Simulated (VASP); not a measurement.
# Al5As (Pmm2) in VASP: a series of runs

Al5As is run at these levels: PBE; tasks: single point.

Everything below comes from runs of VASP 6.6.1. Logs are shortened: lines on timing, memory, paths and dates and some standing lists are left out, and cuts for length are marked.

## Step 1: The cell of the first run

It takes space group Pmm2 (No. 25, orthorhombic). The conventional cell has a = 3.926 Å, b = 3.939 Å, c = 14.087 Å, α = 90.00°, β = 90.00°, γ = 90.00°. Within 3.3 Å of Al (site symmetry mm2) lie 2 As at 2.47 Å and 4 Al at 2.67 to 2.76 Å. Within 3.2 Å of Al (site symmetry mm2) lie 4 As at 2.41 to 2.48 Å. Within 3.5 Å of Al (site symmetry mm2) lie 9 Al at 2.67 to 3.45 Å and 2 As at 2.75 Å. Within 3.4 Å of Al (site symmetry mm2) lie 2 As at 2.61 Å and 8 Al at 2.79 to 2.90 Å. Al (site symmetry mm2) has 10 Al at 2.67 to 2.88 Å within 3.5 Å. Al (site symmetry mm2) has 12 Al at 2.74 to 2.87 Å within 3.6 Å. Al (site symmetry mm2) has 10 Al at 2.74 to 2.78 Å and 1 As at 3.44 Å within 3.6 Å. Within 3.6 Å of Al (site symmetry mm2) lie 12 Al at 2.76 to 2.88 Å.

## Step 2: Single point, PBE (18.15 Å³/atom)

File INCAR:

```
ALGO     = Fast           # electronic algorithm
EDIFF    = 1E-7           # SCF threshold, eV
ENCUT    = 520            # plane-wave cutoff, eV
GGA      = PE             # functional
ISIF     = 2              # what is computed and relaxed
ISMEAR   = 0              # smearing method
LASPH    = T              # aspherical terms in the spheres
LCHARG   = F              # write CHGCAR
LREAL    = F              # projectors in reciprocal space
LWAVE    = F              # write WAVECAR
NBANDS   = 32             # bands
NELM     = 60             # most SCF steps
PREC     = Accurate       # precision mode
SIGMA    = 0.1            # smearing width, eV
```

File KPOINTS:

```
k-points
0
Gamma
  8 8 4
```

File POSCAR:

```
Al5As
1.0
    3.9388606146      0.0000000000      0.0000000000
    0.0000000000      3.9256950914      0.0000000000
    0.0000000000      0.0000000000     14.0865373982
Al As
10 2
Direct
    0.5000000000      0.0000000000      0.6827865497
    0.0000000000      0.5000000000      0.8883618065
    0.0000000000      0.5000000000      0.1330046196
    0.5000000000      0.0000000000      0.1177647980
    0.0000000000      0.0000000000      0.5549796600
    0.0000000000      0.5000000000      0.4098168501
    0.5000000000      0.5000000000      0.5453589598
    0.5000000000      0.0000000000      0.4060119700
    0.0000000000      0.0000000000      0.2691074242
    0.5000000000      0.5000000000      0.2611980191
    0.5000000000      0.5000000000      0.7892565170
    0.0000000000      0.0000000000      0.9963528262
```

Potentials or basis: VASP PAW PBE potentials, release 64 (Al, As).

Command:

```console
> cat potpaw_PBE.64/Al/POTCAR potpaw_PBE.64/As/POTCAR > POTCAR
> mpirun -np 1 vasp_std > vasp.out
```

OUTCAR:

```text
EDIFF = 1E-7
   ENCUT = 520
   GGA = PE
   ISIF = 2
   ISMEAR = 0
   LASPH = T
   LREAL = F
   NELM = 60
   PREC = Accurate

 ion  position               nearest neighbor table
   1  0.500  0.000  0.683-  11 2.47  11 2.47   5 2.67   5 2.67   7 2.76   7 2.76
   2  0.000  0.500  0.888-  11 2.41  11 2.41  12 2.48  12 2.48
   3  0.000  0.500  0.133-  10 2.67  10 2.67   9 2.74   9 2.74  12 2.75  12 2.75   4 2.79   4 2.79
                             4 2.79   4 2.79
   4  0.500  0.000  0.118-  12 2.61  12 2.61   3 2.79   3 2.79   3 2.79   3 2.79  10 2.82  10 2.82
                             9 2.90   9 2.90
   5  0.000  0.000  0.555-   1 2.67   1 2.67   7 2.78   7 2.78   7 2.78   7 2.78   6 2.83   6 2.83
                             8 2.88   8 2.88
   6  0.000  0.500  0.410-   7 2.74   7 2.74   8 2.78   8 2.78   8 2.78   8 2.78   9 2.79   9 2.79
                             5 2.83   5 2.83  10 2.87  10 2.87
   7  0.500  0.500  0.545-   6 2.74   6 2.74   1 2.76   1 2.76   8 2.78   8 2.78   5 2.78   5 2.78
                             5 2.78   5 2.78
   8  0.500  0.000  0.406-   9 2.76   9 2.76   7 2.78   7 2.78   6 2.78   6 2.78   6 2.78   6 2.78
                            10 2.83  10 2.83   5 2.88   5 2.88
   9  0.000  0.000  0.269-   3 2.74   3 2.74   8 2.76   8 2.76  10 2.78  10 2.78  10 2.78  10 2.78
                             6 2.79   6 2.79   4 2.90   4 2.90
  10  0.500  0.500  0.261-   3 2.67   3 2.67   9 2.78   9 2.78   9 2.78   9 2.78   4 2.82   4 2.82
                             8 2.83   8 2.83   6 2.87   6 2.87
  11  0.500  0.500  0.789-   2 2.41   2 2.41   1 2.47   1 2.47
  12  0.000  0.000  0.996-   2 2.48   2 2.48   4 2.61   4 2.61   3 2.75   3 2.75

  LATTYP: Found a simple orthorhombic cell.
 ALAT       =     3.9256950914
 B/A-ratio  =     1.0033536795
 C/A-ratio  =     3.5882912631

  Lattice vectors:

 A1 = (   0.0000000000,  -3.9256950914,   0.0000000000)
 A2 = (   3.9388606146,   0.0000000000,   0.0000000000)
 A3 = (   0.0000000000,   0.0000000000,  14.0865373982)

Analysis of symmetry for initial positions (statically):
=====================================================================
 Subroutine PRICEL returns:
 Original cell was already a primitive cell.

 Routine SETGRP: Setting up the symmetry group for a
 simple orthorhombic supercell.

 Subroutine GETGRP returns: Found  4 space group operations
 (whereof  4 operations were pure point group operations)
 out of a pool of  8 trial point group operations.

The static configuration has the point symmetry C_2v.

Analysis of symmetry for dynamics (positions and initial velocities):
=====================================================================
 Subroutine PRICEL returns:
 Original cell was already a primitive cell.

 Routine SETGRP: Setting up the symmetry group for a
 simple orthorhombic supercell.

 Subroutine GETGRP returns: Found  4 space group operations
 (whereof  4 operations were pure point group operations)
 out of a pool of  8 trial point group operations.

The dynamic configuration has the point symmetry C_2v.

 Subroutine INISYM returns: Found  4 space group operations
 (whereof  4 operations are pure point group operations),
 and found     1 'primitive' translations

----------------------------------------------------------------------------------------

                                     Primitive cell

  volume of cell :     217.8168

  direct lattice vectors                    reciprocal lattice vectors
     3.938860615  0.000000000  0.000000000     0.253880525  0.000000000  0.000000000
     0.000000000  3.925695091  0.000000000     0.000000000  0.254731959  0.000000000
     0.000000000  0.000000000 14.086537398     0.000000000  0.000000000  0.070989766

  length of vectors
     3.938860615  3.925695091 14.086537398     0.253880525  0.254731959  0.070989766

  position of ions in fractional coordinates (direct lattice)
     0.500000000  0.000000000  0.682786550
     0.000000000  0.500000000  0.888361807
     0.000000000  0.500000000  0.133004620
[... 49 lines left out ...]
   LEPSILON=     F    determine dielectric tensor
   LRPA    =     F    only Hartree local field effects (RPA)
 non-spin polarized calculation
 RMM-DIIS sequential band-by-band and
 Gauss-broadening in eV      SIGMA  =   0.10
  energy-cutoff  :      520.00
  volume of cell :      217.82
 maximum number of plane-waves:      5936
 NGX is ok and might be reduce to    30
   NGX = 15   NGY = 15   NGZ = 53

 number of electron      39.9999999 magnetization

 Free energy of the ion-electron system (eV)
  ---------------------------------------------------
  ext. energy  EPLUGINS =         0.00000000
  ---------------------------------------------------
  free energy    TOTEN  =       -46.89638797 eV

  energy without entropy =      -46.87778213  energy(sigma->0) =      -46.88708505

 E-fermi :   6.9362     XC(G=0):  -9.8109

 val. band max:        6.9335322048   @ k =   0.0000   0.2500   0.0000
 cond. band min:       6.9483700668   @ k =   0.5000   0.3750   0.0000
 fundamental gap:      0.0148378619
 Fermi energy:         6.9362335910

 k-point     1 :       0.0000    0.0000    0.0000
  band No.  band energies     occupation
      1      -5.9888      2.00000
      2      -5.0756      2.00000
      3      -4.1645      2.00000
      4      -2.7614      2.00000
      5      -1.2826      2.00000
      6       1.2327      2.00000
[... 24 lines left out ...]
     31      10.3830      0.00000
     32      10.6619      0.00000

 k-point     2 :       0.1250    0.0000    0.0000
  band No.  band energies     occupation
      1      -5.8970      2.00000
      2      -5.0016      2.00000
      3      -4.0218      2.00000
      4      -2.6381      2.00000
      5      -1.1532      2.00000
      6       1.2847      2.00000
[... 24 lines left out ...]
     31      10.4747      0.00000
     32      10.9304      0.00000
[... 733 lines left out ...]
     31      11.2165      0.00000
     32      11.2798      0.00000

 k-point    24 :       0.3750    0.5000    0.0000
  band No.  band energies     occupation
      1      -4.4480      2.00000
      2      -4.0686      2.00000
      3      -0.7006      2.00000
      4      -0.5860      2.00000
      5       0.0022      2.00000
      6       0.2407      2.00000
[... 24 lines left out ...]
     31      11.3655      0.00000
     32      11.7084      0.00000

 [... further k-points ...]
[... 5 lines left out ...]
  --------------------------------------------------------------------------------------
  -------------------------------------------------------------------------------------
  Total        6.5508923      6.4974631      6.5743153      0.0000000      0.0000000      0.0000000
  in kB       48.1858598     47.7928550     48.3581505      0.0000000      0.0000000      0.0000000
  external PRESSURE =      48.1122884 kB  Pullay stress =       0.0000000 kB

 VOLUME and BASIS-vectors are now :
 -----------------------------------------------------------------------------
  energy-cutoff  :      520.00
  volume of cell :      217.82
      direct lattice vectors                 reciprocal lattice vectors
     3.938860615  0.000000000  0.000000000     0.253880525  0.000000000  0.000000000
     0.000000000  3.925695091  0.000000000     0.000000000  0.254731959  0.000000000
     0.000000000  0.000000000 14.086537398     0.000000000  0.000000000  0.070989766

 POSITION                                       TOTAL-FORCE (eV/Angst)
 -----------------------------------------------------------------------------------
      1.96943      0.00000      9.61810         0.000000      0.000000     -0.017303
      0.00000      1.96285     12.51394         0.000000      0.000000      0.005835
      0.00000      1.96285      1.87357         0.000000      0.000000      0.001216
      1.96943      0.00000      1.65890         0.000000      0.000000      0.015023
      0.00000      0.00000      7.81774         0.000000      0.000000     -0.002722
      0.00000      1.96285      5.77290         0.000000      0.000000     -0.001034
      1.96943      1.96285      7.68222         0.000000      0.000000     -0.002818
      1.96943      0.00000      5.71930         0.000000      0.000000     -0.000129
      0.00000      0.00000      3.79079         0.000000      0.000000      0.002238
      1.96943      1.96285      3.67938         0.000000      0.000000      0.006364
      1.96943      1.96285     11.11789         0.000000      0.000000     -0.004853
      0.00000      0.00000     14.03516         0.000000      0.000000     -0.001817
 -----------------------------------------------------------------------------------
    total drift:                                0.000000      0.000000      0.000080

  FREE ENERGIE OF THE ION-ELECTRON SYSTEM (eV)
  ---------------------------------------------------
  free  energy   TOTEN  =       -46.8963879701 eV

  energy  without entropy=      -46.8777821304  energy(sigma->0) =      -46.88708505
```

It took 5.2 min on 1 thread of AMD EPYC 9R45 (Zen 5), shared host; peak memory 0.52 GiB.

What came out:

```yaml
Free_energy: -46.8964 eV
Pressure: 4.8 GPa
Largest_force: 0.017 eV/Å
Band_gap_on_the_k_mesh: zero (bands 20 and 21 overlap by 2.05 eV)
```

Forces in eV/Å, atoms in the order of the input:
```
Al   0.000  0.000 -0.017
Al   0.000  0.000  0.006
Al   0.000  0.000  0.001
Al   0.000  0.000  0.015
Al   0.000  0.000 -0.003
Al   0.000  0.000 -0.001
Al   0.000  0.000 -0.003
Al   0.000  0.000  0.000
Al   0.000  0.000  0.002
Al   0.000  0.000  0.006
As   0.000  0.000 -0.005
As   0.000  0.000 -0.002
```

Levels at points of the mesh, in eV from the Fermi level:
```csv
k point,band 16,band 17,band 18,band 19,band 20,band 21,band 22,band 23,band 24,band 25
"(0.00, 0.00, 0.00)",-1.17,-0.99,-0.94,-0.86,-0.08,0.18,0.41,0.49,0.61,1.06
"(0.50, 0.00, 0.00)",-1.62,-0.43,-0.38,0.53,0.64,0.81,1.04,1.06,1.49,1.90
"(0.00, 0.50, 0.00)",-1.77,-0.55,-0.36,0.52,0.71,0.78,1.01,1.11,1.45,2.31
"(0.50, 0.50, 0.00)",-4.07,-2.91,-2.83,-2.73,-2.69,-0.42,-0.39,-0.33,0.15,0.77
"(0.00, 0.00, 0.50)",-1.23,-1.13,-1.09,-0.65,-0.09,0.38,0.68,0.79,0.82,1.02
"(0.50, 0.00, 0.50)",-1.45,-0.44,-0.38,0.11,0.35,0.56,0.84,0.93,1.37,2.12
"(0.00, 0.50, 0.50)",-1.13,-0.55,-0.43,-0.37,0.54,0.56,0.75,1.08,1.27,2.03
"(0.50, 0.50, 0.50)",-4.22,-2.59,-2.45,-2.43,-2.41,-0.99,-0.96,-0.91,-0.50,1.73
```

Caveat: the cell stands under pressure.

## Step 3: Single point, PBE (18.73 Å³/atom)

This run uses another cell than the first one, of 18.73 Å³/atom.

File INCAR:

```
  ALGO = Fast
  EDIFF = 1E-6
  ENCUT = 520
  GGA = PE
  ISIF = 2
  ISMEAR = 0
  LASPH = T
  LCHARG = T
  LELF = T
  LREAL = F
  LVHAR = T
  LWAVE = F
  NBANDS = 32
  NELM = 80
  PREC = Accurate
  SIGMA = 0.1
```

KPOINTS is that of step 2.

File POSCAR:

```
Al5As
1.0
    3.9855479255      0.0000000000      0.0000000000
    0.0000000000      3.9626782672      0.0000000000
    0.0000000000      0.0000000000     14.2317551041
Al As
10 2
Direct
    0.5000000000      0.0000000000      0.6824681104
    0.0000000000      0.5000000000      0.8883793912
    0.0000000000      0.5000000000      0.1341025060
    0.5000000000      0.0000000000      0.1174967659
    0.0000000000      0.0000000000      0.5549028771
    0.0000000000      0.5000000000      0.4098651359
    0.5000000000      0.5000000000      0.5445362384
    0.5000000000      0.0000000000      0.4056784867
    0.0000000000      0.0000000000      0.2695310642
    0.5000000000      0.5000000000      0.2609450494
    0.5000000000      0.5000000000      0.7893090616
    0.0000000000      0.0000000000      0.9967853134
```

Potentials or basis: VASP PAW PBE potentials, release 64 (Al, As).

Command:

```console
> cat potpaw_PBE.64/Al/POTCAR potpaw_PBE.64/As/POTCAR > POTCAR
> mpirun -np 1 vasp_std > vasp.out
```

It took 4 min on 1 thread of AMD EPYC 9R45 (Zen 5), shared host; peak memory 0.54 GiB.

It converged, with:

```yaml
Free_energy: -47.0476 eV
Pressure: 2.2 GPa
Largest_force: 0.016 eV/Å
Band_gap_on_the_k_mesh: zero (bands 20 and 21 overlap by 1.99 eV)
```

Forces in eV/Å, atoms in the order of the input:
```
Al   0.000  0.000 -0.016
Al   0.000  0.000  0.005
Al   0.000  0.000  0.001
Al   0.000  0.000  0.012
Al   0.000  0.000 -0.002
Al   0.000  0.000  0.000
Al   0.000  0.000 -0.001
Al   0.000  0.000  0.000
Al   0.000  0.000  0.001
Al   0.000  0.000  0.005
As   0.000  0.000 -0.005
As   0.000  0.000 -0.002
```

Levels at points of the mesh, in eV from the Fermi level:
```
           k point  band 17  band 18  band 19  band 20  band 21  band 22  band 23  band 24
(0.00, 0.00, 0.00)    -1.00    -0.89    -0.85    -0.12     0.21     0.45     0.49     0.59
(0.50, 0.00, 0.00)    -0.39    -0.35     0.55     0.61     0.83     1.06     1.08     1.42
(0.00, 0.50, 0.00)    -0.55    -0.35     0.50     0.70     0.78     0.95     1.05     1.36
(0.50, 0.50, 0.00)    -2.84    -2.76    -2.65    -2.63    -0.39    -0.38    -0.32     0.14
(0.00, 0.00, 0.50)    -1.11    -1.06    -0.62    -0.12     0.34     0.72     0.80     0.81
(0.50, 0.00, 0.50)    -0.40    -0.36     0.06     0.36     0.58     0.85     0.96     1.29
(0.00, 0.50, 0.50)    -0.55    -0.41    -0.36     0.52     0.55     0.74     0.97     1.17
(0.50, 0.50, 0.50)    -2.54    -2.39    -2.37    -2.36    -0.93    -0.91    -0.87    -0.47
```

## Step 4: Single point, PBE

This run uses another cell than the first one, of 19.31 Å³/atom.

File INCAR:

```
SYSTEM = Al5As
PREC = Accurate
ENCUT = 520
EDIFF = 1E-6
ISMEAR = 0
SIGMA = 0.1
LREAL = .False.
LASPH = .True.
NELM = 80
ALGO = Fast
ISIF = 2
LWAVE = .False.
LCHARG = .True.
GGA = PE
LELF = .True.
LVHAR = .True.
NBANDS = 32
```

File KPOINTS:

```
regular mesh
0
Gamma
  8 8 4
  0 0 0
```

File POSCAR:

```
Al5As
1.0
    4.0344423668      0.0000000000      0.0000000000
    0.0000000000      3.9970330499      0.0000000000
    0.0000000000      0.0000000000     14.3695219935
Al As
10 2
Direct
    0.5000000000      0.0000000000      0.6821322412
    0.0000000000      0.5000000000      0.8883996349
    0.0000000000      0.5000000000      0.1351314052
    0.5000000000      0.0000000000      0.1173218503
    0.0000000000      0.0000000000      0.5548181906
    0.0000000000      0.5000000000      0.4099023858
    0.5000000000      0.5000000000      0.5436841785
    0.5000000000      0.0000000000      0.4052719462
    0.0000000000      0.0000000000      0.2699446911
    0.5000000000      0.5000000000      0.2607072526
    0.5000000000      0.5000000000      0.7893912546
    0.0000000000      0.0000000000      0.9972949692
```

Command:

```console
> cat potpaw_PBE.64/Al/POTCAR potpaw_PBE.64/As/POTCAR > POTCAR
> mpirun -np 1 vasp_std > vasp.out
```

Run time: 4.2 min. Hardware: 1 thread of AMD EPYC 9R45 (Zen 5), shared host; peak memory 0.55 GiB.

The run converged. Its results:

```yaml
Free_energy: -47.0953 eV
Pressure: 0.0 GPa
Largest_force: 0.013 eV/Å
Band_gap_on_the_k_mesh: zero (bands 20 and 21 overlap by 1.93 eV)
```

Forces on the atoms (eV/Å):
```
Al   0.000  0.000 -0.013
Al   0.000  0.000  0.002
Al   0.000  0.000  0.006
Al   0.000  0.000  0.005
Al   0.000  0.000  0.000
Al   0.000  0.000  0.002
Al   0.000  0.000 -0.002
Al   0.000  0.000  0.000
Al   0.000  0.000  0.003
Al   0.000  0.000  0.001
As   0.000  0.000 -0.004
As   0.000  0.000  0.001
```

Levels at points of the mesh, in eV from the Fermi level:
| k point | band 16 | band 17 | band 18 | band 19 | band 20 | band 21 | band 22 | band 23 | band 24 | band 25 |
| --- | --- | --- | --- | --- | --- | --- | --- | --- | --- | --- |
| (0.00, 0.00, 0.00) | -1.17 | -0.99 | -0.85 | -0.83 | -0.17 | 0.24 | 0.48 | 0.49 | 0.58 | 0.99 |
| (0.50, 0.00, 0.00) | -1.50 | -0.36 | -0.32 | 0.58 | 0.58 | 0.85 | 1.07 | 1.10 | 1.36 | 1.73 |
| (0.00, 0.50, 0.00) | -1.69 | -0.55 | -0.36 | 0.48 | 0.69 | 0.77 | 0.87 | 1.00 | 1.29 | 2.10 |
| (0.50, 0.50, 0.00) | -3.84 | -2.77 | -2.69 | -2.57 | -2.57 | -0.36 | -0.35 | -0.32 | 0.14 | 0.90 |
| (0.00, 0.00, 0.50) | -1.15 | -1.10 | -1.03 | -0.60 | -0.16 | 0.30 | 0.75 | 0.78 | 0.84 | 1.04 |
| (0.50, 0.00, 0.50) | -1.38 | -0.36 | -0.33 | 0.01 | 0.36 | 0.61 | 0.87 | 0.99 | 1.23 | 2.05 |
| (0.00, 0.50, 0.50) | -1.06 | -0.56 | -0.40 | -0.36 | 0.49 | 0.51 | 0.73 | 0.88 | 1.06 | 1.81 |
| (0.50, 0.50, 0.50) | -3.98 | -2.48 | -2.33 | -2.31 | -2.31 | -0.87 | -0.86 | -0.84 | -0.45 | 1.78 |

## Step 5: The runs side by side

```tsv
cell	further INCAR settings	gap on the mesh (eV)	pressure (GPa)	largest force (eV/Å)
a = 3.939, b = 3.926, c = 14.087 Å, 12 atoms, atomic positions A	ALGO = Fast; EDIFF = 1e-07; NBANDS = 32	none	4.8	0.02
a = 3.986, b = 3.963, c = 14.232 Å, 12 atoms, atomic positions B	ALGO = Fast; EDIFF = 1e-06; NBANDS = 32	none	2.2	0.02
a = 4.034, b = 3.997, c = 14.370 Å, 12 atoms, atomic positions C	ALGO = Fast; EDIFF = 1e-06; NBANDS = 32	none	0.0	0.01
```

Alike in all rows: task single point; level PBE; potentials or basis VASP PAW PBE potentials, release 64 (Al, As); no spin polarisation; k mesh 8 × 8 × 4; cutoff (eV) 520; smearing gaussian 0.1 eV.

Caveats: the cell stands under pressure (at least some runs).

Total energies depend on the potentials used, so only differences within one code and one set of settings carry meaning.
